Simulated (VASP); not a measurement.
# LiMg12 (a cell with a defect) in VASP: a series of runs, part 2 of 2

VASP 6.6.1.

## Step 3: Single point, PBE

Contents of INCAR:

```
SYSTEM = LiMg12
PREC     = Accurate       ! precision mode
ENCUT    = 520            ! plane-wave cutoff, eV
EDIFF    = 1E-6           ! SCF threshold, eV
ISMEAR   = -1             ! smearing method
SIGMA    = 0.05           ! smearing width, eV
LREAL    = .FALSE.        ! projectors in reciprocal space
LASPH    = .TRUE.         ! aspherical terms in the spheres
NELM     = 100            ! most SCF steps
ALGO     = Normal         ! electronic algorithm
ISIF     = 2              ! what is computed and relaxed
LWAVE    = .FALSE.        ! write WAVECAR
LCHARG   = .FALSE.        ! write CHGCAR
GGA      = PE             ! functional
NBANDS   = 26             ! bands
```

Contents of KPOINTS:

```
regular mesh
0
G
  4 3 4
  0 0 0
```

Contents of POSCAR:

```
LiMg12
1.0
    6.4200000000      0.0000000000      0.0000000000
   -4.8150000000      8.3398250000      0.0000000000
    0.0000000000      0.0000000000      5.2130400000
Mg Li
12 1
Direct
   -0.1160114660     -0.0789887414     -0.1002807090
    0.1738519410      0.2425375320      0.6237601288
   -0.0166553397      0.3000825740      0.0845579658
    0.1320134898      0.5441280304      0.5340893862
    0.0058088572      0.6699064528      0.0282938954
    0.1671394988      0.8734365223      0.5040383673
    0.4779551988     -0.0076521019     -0.0229870020
    0.6441965074      0.2176133581      0.5273473174
    0.5691771921      0.3640841973      0.0232477269
    0.6600951939      0.5696572815      0.5238500974
    0.4416075770      0.6266441859      0.0189475834
    0.6654144440      0.8989318589      0.4224565003
    0.2011216157      0.1089774601      0.2030680620
```

Potentials or basis: VASP PAW PBE potentials, release 64 (Mg, Li_sv).

Run with:

```
$ cat potpaw_PBE.64/Mg/POTCAR potpaw_PBE.64/Li_sv/POTCAR > POTCAR
$ mpirun -np 1 vasp_std > vasp.out
```

OUTCAR:

```text
SYSTEM = LiMg12
   PREC = Accurate
   ENCUT = 520
   EDIFF = 1E-6
   ISMEAR = -1
   LREAL = .FALSE.
   LASPH = .TRUE.
   NELM = 100
   ISIF = 2
   GGA = PE

 ion  position               nearest neighbor table
   1  0.884  0.921  0.900-  13 2.50  12 2.81  11 2.90   6 2.93   5 2.97  12 3.02   7 3.04   2 3.06
                             3 3.51  10 3.53   7 3.54
   2  0.174  0.243  0.624-  13 2.59   3 2.87   9 3.03   1 3.06   4 3.08  10 3.18   8 3.19   3 3.22
                             8 3.33  12 3.45   6 3.59
   3  0.983  0.300  0.085-   2 2.87  13 2.88   8 3.00   9 3.03  11 3.07   4 3.11   7 3.16   2 3.22
                             8 3.48   5 3.50   9 3.51   1 3.51   4 3.53
   4  0.132  0.544  0.534-  11 3.06   6 3.07   2 3.08   3 3.11   5 3.12   8 3.14  10 3.16   5 3.17
                            11 3.20  10 3.27  12 3.47   3 3.53
   5  0.006  0.670  0.028-   9 2.88   1 2.97   6 3.01  11 3.03   7 3.08   4 3.12   4 3.17   6 3.22
                            10 3.22  10 3.26  11 3.43   3 3.50
[... 905 lines left out ...]

------------------------ aborting loop because EDIFF is reached ----------------------------------------

  FORCE on cell =-STRESS in cart. coord.  units (eV):
  Direction    XX          YY          ZZ          XY          YZ          ZX
  --------------------------------------------------------------------------------------
  -------------------------------------------------------------------------------------
  Total        3.1768361      3.9414027      6.7354677      0.7019707      0.5455656      0.0698965
  in kB       18.2356971     22.6244678     38.6629795      4.0294575      3.1316595      0.4012205
  external PRESSURE =      26.5077148 kB  Pullay stress =       0.0000000 kB

 VOLUME and BASIS-vectors are now :
 -----------------------------------------------------------------------------
  energy-cutoff  :      520.00
  volume of cell :      279.11
      direct lattice vectors                 reciprocal lattice vectors
     6.420000000  0.000000000  0.000000000     0.155763240  0.089929945  0.000000000
    -4.815000000  8.339825000  0.000000000     0.000000000  0.119906593  0.000000000
     0.000000000  0.000000000  5.213040000     0.000000000  0.000000000  0.191826650

 POSITION                                       TOTAL-FORCE (eV/Angst)
 -----------------------------------------------------------------------------------
      1.24054      7.68107      4.69027        -0.000735     -0.000596     -0.000736
     -0.05169      2.02272      3.25169         0.001379     -0.000863      0.003295
      4.86818      2.50264      0.44080        -0.002592      0.000794      0.000773
     -1.77245      4.53793      2.78423         0.000439      0.000661     -0.000775
     -3.18831      5.58690      0.14750         0.002099      0.001374     -0.000448
     -3.13256      7.28431      2.62757         0.001929     -0.000234      0.000101
     -1.70968      8.27601      5.09321         0.002706     -0.000043      0.001202
      3.08793      1.81486      2.74908        -0.002212     -0.000064     -0.002155
      1.90105      3.03640      0.12119         0.002291      0.003113     -0.002423
      1.49491      4.75084      2.73085        -0.003053     -0.001837     -0.001452
     -0.18217      5.22610      0.09877        -0.000296     -0.002626      0.002429
     -0.05640      7.49693      2.20228        -0.003358     -0.002594     -0.002052
      0.76647      0.90885      1.05860         0.001402      0.002914      0.002242
 -----------------------------------------------------------------------------------
    total drift:                               -0.000084      0.000198      0.000439

  FREE ENERGIE OF THE ION-ELECTRON SYSTEM (eV)
  ---------------------------------------------------
  free  energy   TOTEN  =       -18.8250854189 eV

  energy  without entropy=      -18.7838081179  energy(sigma->0) =      -18.80444677
```

Wall time 3.5 min (1 thread of Intel Xeon Platinum 8259CL at 2.50GHz (Skylake/Cascade Lake), shared host); peak memory 0.44 GiB.

What came out:

| Property | Result |
| --- | --- |
| Free energy | -18.8251 eV |
| Largest force | 0.005 eV/Å |
| Band gap on the k mesh | zero (an odd number of electrons rules out a gap without spin polarisation) |

Forces in eV/Å, atoms in the order of the input:
```
Mg  -0.001 -0.001 -0.001
Mg   0.001 -0.001  0.003
Mg  -0.003  0.001  0.001
Mg   0.000  0.001 -0.001
Mg   0.002  0.001  0.000
Mg   0.002  0.000  0.000
Mg   0.003  0.000  0.001
Mg  -0.002  0.000 -0.002
Mg   0.002  0.003 -0.002
Mg  -0.003 -0.002 -0.001
Mg   0.000 -0.003  0.002
Mg  -0.003 -0.003 -0.002
Li   0.001  0.003  0.002
```

Levels at points of the mesh, in eV from the Fermi level:
```csv
k point,band 10,band 11,band 12,band 13,band 14,band 15,band 16,band 17
"(0.00, 0.00, 0.00)",-1.53,-0.44,-0.23,0.09,0.16,0.37,0.56,1.24
"(0.50, 0.00, 0.00)",-0.70,-0.57,-0.48,-0.37,-0.23,0.06,0.14,0.25
"(0.00, 0.00, 0.50)",-2.01,-1.82,-1.19,-1.17,-0.82,-0.57,0.87,0.97
"(0.50, 0.00, 0.50)",-1.15,-1.01,-0.75,-0.60,0.44,0.52,0.78,0.90
```

Caveat: the cutoff is under 1.25 times the usual one of these potentials, so pressure, stress and relaxed cells hold a basis-set (Pulay) error.
